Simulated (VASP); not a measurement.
Crystal: KF.

```xyz
2
Lattice="3.1229 0.0000 0.0000 0.0000 3.1229 0.0000 0.0000 0.0000 3.1229" Properties=species:S:1:pos:R:3 pbc="T T T"
K     0.0000    0.0000    0.0000
F     1.5615    1.5615    1.5615
```

This cell differs from its parent crystal: strain -1.8%.

Base run:

```yaml
Program: VASP 6.6.1
Functional: PBE
Potentials_or_basis: VASP PAW PBE potentials, release 64 (K_sv, F)
Cutoff: 520 eV
k_mesh: 8 × 8 × 8
Occupations: fermi-dirac, width 0.02 eV
Spin: no spin polarisation
```

Its results: band gap on the k mesh 7.22 eV, indirect (least direct gap 7.25 eV); pressure 5.9 GPa.

Question: The run is repeated on the same cell with these changes: functional from PBE to r2SCAN; occupations from fermi-dirac, width 0.02 eV to gaussian, width 0.01 eV. What comes out?

Answer: Band gap on the k mesh 8.18 eV, indirect (least direct gap 8.20 eV); pressure 2.6 GPa.

Caveats: the PAW data sets were made with another functional, which shifts forces and pressure a little (some runs).

A k mesh can miss the band edges.
